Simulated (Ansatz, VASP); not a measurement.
**Ba4HfTi3O12 in VASP and in Ansatz**

```
Ba Hf Ti O
1.0
    -4.00600    4.00600    4.00600
     4.00600   -4.00600    4.00600
     4.00600    4.00600   -4.00600
Ba Hf Ti O
4 1 3 12
Direct
  0.50000 0.50000 0.50000
  0.00000 0.00000 0.50000
  0.00000 0.50000 0.00000
  0.50000 0.00000 0.00000
  0.00000 0.00000 0.00000
  0.50000 0.50000 0.00000
  0.50000 0.00000 0.50000
  0.00000 0.50000 0.50000
  0.00000 0.25000 0.25000
  0.50000 0.75000 0.25000
  0.50000 0.25000 0.75000
  0.00000 0.75000 0.75000
  0.25000 0.00000 0.25000
  0.75000 0.50000 0.25000
  0.75000 0.00000 0.75000
  0.25000 0.50000 0.75000
  0.25000 0.25000 0.00000
  0.75000 0.75000 0.00000
  0.75000 0.25000 0.50000
  0.25000 0.75000 0.50000
```

Alike in both runs: task electric field gradients; functional PBE; k mesh 3 × 3 × 3; occupations methfessel-paxton of order 1, width 0.15 eV; no spin polarisation; Hubbard terms Hf d U = 3.0 eV.

|  | VASP | Ansatz |
| --- | --- | --- |
| version | VASP 6.6.1 | Ansatz 0.2.0 |
| potentials or method | VASP PAW PBE potentials, release 64 (Ba_sv, Hf_pv, Ti_sv, O) | plane-wave PAW, scalar-relativistic |
| plane-wave cutoff (eV) | 520 | 420 |
| valence electrons in the cell | 158 | 174 |

|  | VASP | Ansatz | Ansatz less VASP |
| --- | --- | --- | --- |
| gap on the k mesh at the Fermi level (eV) | 2.04 | 2.11 | +0.070 |
| pressure (GPa) | 11.4 | 9.3 | -2.05 |
| rms of the force components (eV/Å) | 0.805 | 0.777 | -0.0281 |
| size of Vzz on the site where it differs most (V/Å²) | 5.2 | 9.2 | +4.00 |

The programs project onto different local orbitals, so the same U acts differently, and such runs can settle in different states. Atom by atom the forces differ by 0.028 eV/Å (rms over components). VASP's potentials hold 158 valence electrons a cell and Ansatz's 174, so a difference there can come from the potentials and not from the codes.

Spin-orbit coupling is off throughout.
